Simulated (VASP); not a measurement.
Here is a VASP 6.6.1 calculation.

Contents of INCAR:

```
ALGO = Fast
EDIFF = 1E-6
ENCUT = 520
GGA = PS
ISIF = 2
ISMEAR = -1
LASPH = True
LCHARG = True
LELF = True
LREAL = False
LVHAR = True
LWAVE = False
NBANDS = 30
NELM = 80
PREC = Accurate
SIGMA = 0.05
```

The input KPOINTS:

```
k-points
0
Gamma
  9 9 9
```

POSCAR

```
CuAu3
1.0
   -1.9906277700      1.9906277700      4.0820992900
    1.9906277700     -1.9906277700      4.0820992900
    1.9906277700      1.9906277700     -4.0820992900
Au Cu
3 1
Direct
    0.5000000000      0.5000000000      0.0000000000
    0.2500000000      0.7500000000      0.5000000000
    0.7500000000      0.2500000000      0.5000000000
    0.0000000000      0.0000000000      0.0000000000
```

Potentials or basis: VASP PAW PBE potentials, release 64 (Au, Cu).

Command:

```console
$ cat potpaw_PBE.64/Au/POTCAR potpaw_PBE.64/Cu/POTCAR > POTCAR
$ mpirun -np 1 vasp_std > vasp.out
```

Estimate the pressure.

-4.6 GPa.

Estimate the band gap on the k mesh.

zero (band 22 reaches 11.40 eV, above the bottom of band 23 at 7.36 eV).

Stress tensor (GPa, compression positive):
```
-4.50  0.00  0.00
 0.00 -4.50  0.00
 0.00  0.00 -4.74
```

Caveat: the PAW data sets were made with another functional, which shifts forces and pressure a little; spin-orbit coupling is left out, which moves the levels of the heavy elements.
